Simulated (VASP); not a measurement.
# FeSi (P2_13) in VASP: settings compared

Aim: see how the results for FeSi move with the level of theory and the settings. Levels: PBE, r2SCAN. Tasks: single point, relaxation of cell and atoms.

All numbers are computed with VASP 6.6.1; they aren't measurements. Logs are shortened: lines on timing, memory, paths and dates and some standing lists are left out, and cuts for length are marked.

## Step 1: The cell of the first run

The structure is cubic, space group P2_13 (No. 198). The conventional cell has a = 4.448 Å, b = 4.448 Å, c = 4.448 Å, α = 90.00°, β = 90.00°, γ = 90.00°. Within 3.0 Å of Fe (site symmetry 3) lie 7 Si at 2.27 to 2.50 Å and 6 Fe at 2.73 Å. Si (site symmetry 3) has 7 Fe at 2.27 to 2.50 Å and 6 Si at 2.76 Å within 3.0 Å.

## Step 2: Single point, PBE, collinear spin, ferromagnetic start

Contents of INCAR:

```
ALGO     = Normal         # electronic algorithm
EDIFF    = 1E-6           # SCF threshold, eV
ENCUT    = 520            # plane-wave cutoff, eV
GGA      = PE             # functional
ISIF     = 2              # what is computed and relaxed
ISMEAR   = 0              # smearing method
ISPIN    = 2              # spin polarisation
LASPH    = T              # aspherical terms in the spheres
LCHARG   = T              # write CHGCAR
LELF     = T              # ELF
LMAXMIX  = 4              # l up to which the mixer works
LORBIT   = 11             # projections on sites
LREAL    = F              # projectors in reciprocal space
LVHAR    = T            
LWAVE    = F              # write WAVECAR
MAGMOM   = 2.5 2.5 2.5 2.5 0 0 0 0 # initial moments
NBANDS   = 38             # bands
NELM     = 150            # most SCF steps
PREC     = Accurate       # precision mode
SIGMA    = 0.05           # smearing width, eV
```

Contents of KPOINTS:

```
k-points
0
Gamma
  4 4 4
```

Contents of POSCAR:

```
FeSi
1.0
    4.4482390960      0.0000000000      0.0000000000
    0.0000000000      4.4482390960      0.0000000000
    0.0000000000      0.0000000000      4.4482390960
Fe Si
4 4
Direct
    0.1359972331      0.1359972331      0.1359972331
    0.3640027669      0.8640027669      0.6359972331
    0.6359972331      0.3640027669      0.8640027669
    0.8640027669      0.6359972331      0.3640027669
    0.8407355509      0.8407355509      0.8407355509
    0.6592644491      0.1592644491      0.3407355509
    0.3407355509      0.6592644491      0.1592644491
    0.1592644491      0.3407355509      0.6592644491
```

Potentials or basis: VASP PAW PBE potentials, release 64 (Fe, Si).

On the command line:

```console
cat potpaw_PBE.64/Fe/POTCAR potpaw_PBE.64/Si/POTCAR > POTCAR
mpirun -np 1 vasp_std > vasp.out
```

OUTCAR:

```text
EDIFF = 1E-6
   ENCUT = 520
   GGA = PE
   ISIF = 2
   ISMEAR = 0
   ISPIN = 2
   LASPH = T
   LORBIT = 11
   LREAL = F
   NELM = 150
   PREC = Accurate

 ion  position               nearest neighbor table
   1  0.136  0.136  0.136-   5 2.27   6 2.31   7 2.31   8 2.31   7 2.50   8 2.50   6 2.50   3 2.73
                             3 2.73   4 2.73   2 2.73   4 2.73   2 2.73
   2  0.364  0.864  0.636-   6 2.27   5 2.31   7 2.31   8 2.31   7 2.50   8 2.50   5 2.50   4 2.73
                             4 2.73   3 2.73   3 2.73   1 2.73   1 2.73
   3  0.636  0.364  0.864-   7 2.27   6 2.31   5 2.31   8 2.31   8 2.50   6 2.50   5 2.50   1 2.73
                             1 2.73   2 2.73   2 2.73   4 2.73   4 2.73
   4  0.864  0.636  0.364-   8 2.27   6 2.31   7 2.31   5 2.31   6 2.50   5 2.50   7 2.50   2 2.73
                             2 2.73   1 2.73   1 2.73   3 2.73   3 2.73
   5  0.841  0.841  0.841-   1 2.27   2 2.31   3 2.31   4 2.31   3 2.50   4 2.50   2 2.50   6 2.76
                             7 2.76   8 2.76   6 2.76   8 2.76   7 2.76
   6  0.659  0.159  0.341-   2 2.27   1 2.31   3 2.31   4 2.31   3 2.50   4 2.50   1 2.50   8 2.76
                             5 2.76   5 2.76   7 2.76   7 2.76   8 2.76
   7  0.341  0.659  0.159-   3 2.27   2 2.31   1 2.31   4 2.31   4 2.50   2 2.50   1 2.50   8 2.76
                             5 2.76   8 2.76   6 2.76   6 2.76   5 2.76
   8  0.159  0.341  0.659-   4 2.27   2 2.31   3 2.31   1 2.31   2 2.50   1 2.50   3 2.50   7 2.76
                             5 2.76   7 2.76   5 2.76   6 2.76   6 2.76

  LATTYP: Found a simple cubic cell.
 ALAT       =     4.4482390960

  Lattice vectors:

 A1 = (   4.4482390960,   0.0000000000,   0.0000000000)
 A2 = (   0.0000000000,   4.4482390960,   0.0000000000)
 A3 = (   0.0000000000,   0.0000000000,   4.4482390960)

Analysis of symmetry for initial positions (statically):
=====================================================================
 Subroutine PRICEL returns:
 Original cell was already a primitive cell.

 Routine SETGRP: Setting up the symmetry group for a
 simple cubic supercell.

 Subroutine GETGRP returns: Found 12 space group operations
 (whereof  3 operations were pure point group operations)
 out of a pool of 48 trial point group operations.

The static configuration has the point symmetry C_3 .
 The point group associated with its full space group is T   .

Analysis of symmetry for dynamics (positions and initial velocities):
=====================================================================
 Subroutine PRICEL returns:
 Original cell was already a primitive cell.

 Routine SETGRP: Setting up the symmetry group for a
 simple cubic supercell.

 Subroutine GETGRP returns: Found 12 space group operations
 (whereof  3 operations were pure point group operations)
 out of a pool of 48 trial point group operations.

The dynamic configuration has the point symmetry C_3 .
 The point group associated with its full space group is T   .

Analysis of structural, dynamic, and magnetic symmetry:
=====================================================================
 Subroutine PRICEL returns:
 Original cell was already a primitive cell.

 Routine SETGRP: Setting up the symmetry group for a
 simple cubic supercell.

 Subroutine GETGRP returns: Found 12 space group operations
 (whereof  3 operations were pure point group operations)
 out of a pool of 48 trial point group operations.

The overall configuration has the point symmetry C_3 .
 The point group associated with its full space group is T   .

 Subroutine INISYM returns: Found 12 space group operations
 (whereof  3 operations are pure point group operations),
 and found     1 'primitive' translations

----------------------------------------------------------------------------------------

                                     Primitive cell

  volume of cell :      88.0166

  direct lattice vectors                    reciprocal lattice vectors
     4.448239096  0.000000000  0.000000000     0.224808060  0.000000000  0.000000000
     0.000000000  4.448239096  0.000000000     0.000000000  0.224808060  0.000000000
     0.000000000  0.000000000  4.448239096     0.000000000  0.000000000  0.224808060

  length of vectors
     4.448239096  4.448239096  4.448239096     0.224808060  0.224808060  0.224808060

  position of ions in fractional coordinates (direct lattice)
     0.135997233  0.135997233  0.135997233
     0.364002767  0.864002767  0.635997233
     0.635997233  0.364002767  0.864002767
     0.864002767  0.635997233  0.364002767
     0.840735551  0.840735551  0.840735551
     0.659264449  0.159264449  0.340735551
     0.340735551  0.659264449  0.159264449
     0.159264449  0.340735551  0.659264449

  ion indices of the primitive-cell ions
   primitive index   ion index
                 1           1
                 2           2
                 3           3
                 4           4
[... 33 lines left out ...]
  0.000000  0.000000  0.000000      1.000000
  0.250000  0.000000  0.000000      6.000000
  0.500000  0.000000  0.000000      3.000000
  0.250000  0.250000  0.000000     12.000000
  0.500000  0.250000  0.000000      6.000000
 -0.250000  0.500000  0.000000      6.000000
  0.500000  0.500000  0.000000      3.000000
  0.250000  0.250000  0.250000      8.000000
  0.500000  0.250000  0.250000     12.000000
  0.500000  0.500000  0.250000      6.000000
  0.500000  0.500000  0.500000      1.000000
   k-points           NKPTS =     11   k-points in BZ     NKDIM =     11   number of bands    NBANDS=     38
   number of dos      NEDOS =    301   number of ions     NIONS =      8
   total plane-waves  NPLWV =  46656
   dimension x,y,z NGX =    36 NGY =   36 NGZ =   36
   dimension x,y,z NGXF=    72 NGYF=   72 NGZF=   72
   ions per type =               4   4
   NGX,Y,Z   is equivalent  to a cutoff of  13.45, 13.45, 13.45 a.u.
   NGXF,Y,Z  is equivalent  to a cutoff of  26.91, 26.91, 26.91 a.u.
 SYSTEM =  unknown system
   PREC   = accura    normal or accurate (medium, high low for compatibility)
   ISTART =      0    job   : 0-new  1-cont  2-samecut
   ICHARG =      2    charge: 1-file 2-atom 10-const
   ISPIN  =      2    spin polarized calculation?
   LNONCOLLINEAR =      F non collinear calculations
   LSORBIT =      F    spin-orbit coupling
   LASPH  =      T    aspherical Exc in radial PAW
   ENCUT  =  520.0 eV  38.22 Ry    6.18 a.u.   8.27  8.27  8.27*2*pi/ulx,y,z
   NELM   =    150;   NELMIN=  2; NELMDL= -5     # of ELM steps
   EDIFF  = 0.1E-05   stopping-criterion for ELM
   LREAL  =      F    real-space projection
   EDIFFG = 0.1E-04   stopping-criterion for IOM
   NSW    =      0    number of steps for IOM
   IBRION =     -1    ionic relax: 0-MD 1-quasi-New 2-CG
   NFREE  =      0    steps in history (QN), initial steepest desc. (CG)
   ISIF   =      2    stress and relaxation
   ISYM   =      2    0-nonsym 1-usesym 2-fastsym
   POTIM  = 0.5000    time-step for ionic-motion
   TEBEG  =    0.0;   TEEND  =   0.0 temperature during run
   PSTRESS=    0.0 pullay stress
   NELECT =      48.0000    total number of electrons
   NUPDOWN=      -1.0000    fix difference up-down
   EMIN   =  10.00;   EMAX   =-10.00  energy-range for DOS
   EFERMI =   0.00;   METHOD = LEGACY
   ISMEAR =     0;   SIGMA  =   0.05  broadening in eV -4-tet -1-fermi 0-gaus
   EFERMI_NEDOS =   21; number of points for ismear=-14 and -15
   IALGO  =     38    algorithm
   IMIX   =      4    mixing-type and parameters
     AMIX     =   0.40;   BMIX     =  1.00
     AMIX_MAG =   1.60;   BMIX_MAG =  1.00
  volume/ion in A,a.u.               =      11.00        74.25
  Fermi-wavevector in a.u.,A,eV,Ry     =   1.337521  2.527547 24.340294  1.788961
  Thomas-Fermi vector in A             =   2.466063
   LORBIT       =     11    0 simple, 1 ext, 2 COOP (PROOUT), +10 PAW based schemes
   GGA     = PE    functional components
   LHFCALC =     F    Hartree Fock is set to
   AEXX    =    0.0000 exact exchange contribution
   IVDW    =     0    specifies the selected vdW correction
   LEPSILON=     F    determine dielectric tensor
   LRPA    =     F    only Hartree local field effects (RPA)
 spin polarized calculation
 Gauss-broadening in eV      SIGMA  =   0.05
  energy-cutoff  :      520.00
  volume of cell :       88.02
 maximum number of plane-waves:      2392
 NGX is ok and might be reduce to    36
   NGX = 17   NGY = 17   NGZ = 17

 number of electron      48.0000013 magnetization      -0.0073763

 number of electron      48.0000013 magnetization       0.0012931

 Free energy of the ion-electron system (eV)
  ---------------------------------------------------
  ext. energy  EPLUGINS =         0.00000000
  ---------------------------------------------------
  free energy    TOTEN  =       -58.78571748 eV

  energy without entropy =      -58.78511147  energy(sigma->0) =      -58.78541448

 E-fermi :   9.7967     XC(G=0): -12.7982

 val. band max:        9.7119018354   @ k =   0.5000   0.0000   0.0000
 cond. band min:       9.8826056834   @ k =   0.2500   0.2500   0.0000
 fundamental gap:      0.1707038480
 Fermi energy:         9.7967170091

 spin component 1

 k-point     1 :       0.0000    0.0000    0.0000
  band No.  band energies     occupation
      1      -3.5191      1.00000
      2       1.8359      1.00000
      3       1.8359      1.00000
      4       1.8359      1.00000
      5       4.6729      1.00000
      6       4.6729      1.00000
[... 418 lines left out ...]
     35      15.8673      0.00000
     36      15.8673      0.00000
 Fermi energy:         9.7967170091

 spin component 2

 k-point     1 :       0.0000    0.0000    0.0000
  band No.  band energies     occupation
      1      -3.5192      1.00000
      2       1.8358      1.00000
      3       1.8358      1.00000
      4       1.8358      1.00000
      5       4.6729      1.00000
      6       4.6729      1.00000
[... 418 lines left out ...]
     35      15.8673      0.00000
     36      15.8673      0.00000
 [bands above 36 left out]

------------------------ aborting loop because EDIFF is reached ----------------------------------------

  FORCE on cell =-STRESS in cart. coord.  units (eV):
  Direction    XX          YY          ZZ          XY          YZ          ZX
  --------------------------------------------------------------------------------------
  -------------------------------------------------------------------------------------
  Total        0.0621789      0.0621789      0.0621789     -0.0000000      0.0000000      0.0000000
  in kB        1.1318514      1.1318514      1.1318514     -0.0000000      0.0000000      0.0000000
  external PRESSURE =       1.1318514 kB  Pullay stress =       0.0000000 kB

 VOLUME and BASIS-vectors are now :
 -----------------------------------------------------------------------------
  energy-cutoff  :      520.00
  volume of cell :       88.02
      direct lattice vectors                 reciprocal lattice vectors
     4.448239096  0.000000000  0.000000000     0.224808060  0.000000000  0.000000000
     0.000000000  4.448239096  0.000000000     0.000000000  0.224808060  0.000000000
     0.000000000  0.000000000  4.448239096     0.000000000  0.000000000  0.224808060

 POSITION                                       TOTAL-FORCE (eV/Angst)
 -----------------------------------------------------------------------------------
      0.60495      0.60495      0.60495         0.020036      0.020036      0.020036
      1.61917      3.84329      2.82907        -0.020036     -0.020036      0.020036
      2.82907      1.61917      3.84329         0.020036     -0.020036     -0.020036
      3.84329      2.82907      1.61917        -0.020036      0.020036     -0.020036
      3.73979      3.73979      3.73979         0.001429      0.001429      0.001429
      2.93257      0.70845      1.51567        -0.001429     -0.001429      0.001429
      1.51567      2.93257      0.70845         0.001429     -0.001429     -0.001429
      0.70845      1.51567      2.93257        -0.001429      0.001429     -0.001429
 -----------------------------------------------------------------------------------
    total drift:                               -0.000001     -0.000001     -0.000000

  FREE ENERGIE OF THE ION-ELECTRON SYSTEM (eV)
  ---------------------------------------------------
  free  energy   TOTEN  =       -58.7857174802 eV

  energy  without entropy=      -58.7851114746  energy(sigma->0) =      -58.78541448

 total charge

# of ion       s       p       d       tot
------------------------------------------
    1        0.440   0.646   6.569   7.655
    2        0.440   0.646   6.569   7.655
    3        0.440   0.646   6.569   7.655
    4        0.440   0.646   6.569   7.655
    5        0.737   0.899   0.000   1.636
    6        0.737   0.899   0.000   1.636
    7        0.737   0.899   0.000   1.636
    8        0.737   0.899   0.000   1.636
--------------------------------------------------
tot          4.708   6.181  26.276  37.166

 magnetization (x)

# of ion       s       p       d       tot
------------------------------------------
    1       -0.000  -0.000   0.000   0.000
    2       -0.000  -0.000   0.000   0.000
    3       -0.000  -0.000   0.000   0.000
    4       -0.000  -0.000   0.000   0.000
    5       -0.000  -0.000   0.000  -0.000
    6       -0.000  -0.000   0.000  -0.000
    7       -0.000  -0.000   0.000  -0.000
    8       -0.000  -0.000   0.000  -0.000
--------------------------------------------------
tot         -0.000  -0.000   0.001   0.000
```

Run time: 89 s. Hardware: 1 thread of Intel Xeon Platinum 8488C (Sapphire Rapids), shared host; peak memory 0.25 GiB.

Results:

- Free energy: -58.7857 eV
- Pressure: 0.1 GPa
- Largest force: 0.035 eV/Å
- Band gap on the k mesh: 0.17 eV (least direct gap 0.20 eV)
- Net moment: 0.00 μB per cell
- Valence electrons inside the program's atomic spheres: Fe 7.66; Si 1.64

Forces in eV/Å, atoms in the order of the input:
```
Fe   0.020  0.020  0.020
Fe  -0.020 -0.020  0.020
Fe   0.020 -0.020 -0.020
Fe  -0.020  0.020 -0.020
Si   0.001  0.001  0.001
Si  -0.001 -0.001  0.001
Si   0.001 -0.001 -0.001
Si  -0.001  0.001 -0.001
```

## Step 3: Single point, r2SCAN

This run uses another cell than the first one, of 10.88 Å³/atom.

Contents of POSCAR:

```
FeSi
1.0
    4.4313248608      0.0000000000      0.0000000000
    0.0000000000      4.4313248608      0.0000000000
    0.0000000000      0.0000000000      4.4313248608
Fe Si
4 4
Direct
    0.1392348412      0.1392348412      0.1392348412
    0.3607651588      0.8607651588      0.6392348412
    0.6392348412      0.3607651588      0.8607651588
    0.8607651588      0.6392348412      0.3607651588
    0.8449916651      0.8449916651      0.8449916651
    0.6550083349      0.1550083349      0.3449916651
    0.3449916651      0.6550083349      0.1550083349
    0.1550083349      0.3449916651      0.6550083349
```

Contents of INCAR.step1:

```
  PREC = Accurate
  ENCUT = 520
  ISMEAR = 0
  SIGMA = 0.05
  LREAL = F
  LASPH = T
  NELM = 80
  NBANDS = 34
  GGA = PE
  ALGO = Normal
  EDIFF = 1E-4
  LWAVE = T
  LCHARG = F
```

Contents of INCAR.step2:

```
  PREC = Accurate
  ENCUT = 520
  EDIFF = 1E-6
  ISMEAR = 0
  SIGMA = 0.05
  LREAL = F
  LASPH = T
  NELM = 80
  ALGO = Normal
  ISIF = 2
  LWAVE = F
  LCHARG = F
  METAGGA = R2SCAN
  LMIXTAU = T
  NBANDS = 34
  ISTART = 1
```

Contents of KPOINTS:

```
Automatic mesh
0
Gamma
  8 8 8
```

Potentials or basis: VASP PAW PBE potentials, release 64 (Fe, Si).

On the command line:

```console
cat potpaw_PBE.64/Fe/POTCAR potpaw_PBE.64/Si/POTCAR > POTCAR
cp INCAR.step1 INCAR
mpirun -np 1 vasp_std > vasp.out
cp INCAR.step2 INCAR
mpirun -np 1 vasp_std > vasp.out
```

Run time: 5.6 min. Hardware: 1 thread of Intel Xeon Platinum 8488C (Sapphire Rapids), shared host; peak memory 0.28 GiB.

Results (log left out):

- Free energy: -94.7012 eV
- Pressure: -5.1 GPa
- Largest force: 0.488 eV/Å
- Band gap on the k mesh: 0.28 eV (least direct gap 0.29 eV)

Forces in eV/Å, atoms in the order of the input:
```
Fe  -0.140 -0.140 -0.140
Fe   0.140  0.140 -0.140
Fe  -0.140  0.140  0.140
Fe   0.140 -0.140  0.140
Si  -0.282 -0.282 -0.282
Si   0.282  0.282 -0.282
Si  -0.282  0.282  0.282
Si   0.282 -0.282  0.282
```

Levels at points of the mesh, in eV from the valence-band top:
```csv
k point,band 21,band 22,band 23,band 24,band 25,band 26,band 27,band 28
"(0.00, 0.00, 0.00)",-0.37,-0.37,-0.11,-0.11,0.78,0.78,0.78,3.27
"(0.50, 0.00, 0.00)",-0.47,-0.47,-0.04,-0.04,0.32,0.32,1.88,1.88
"(0.50, 0.50, 0.00)",-1.08,-1.08,-0.43,-0.43,0.76,0.76,1.49,1.49
"(0.50, 0.50, 0.50)",-0.75,-0.75,-0.75,-0.75,0.68,0.68,0.68,0.68
```

Caveat: the cell stands under tension; the PAW data sets were made with another functional, which shifts forces and pressure a little. Spin polarisation is off, so any magnetic state and its effect on volume and gap are missing.

[end of part 1 of 2]
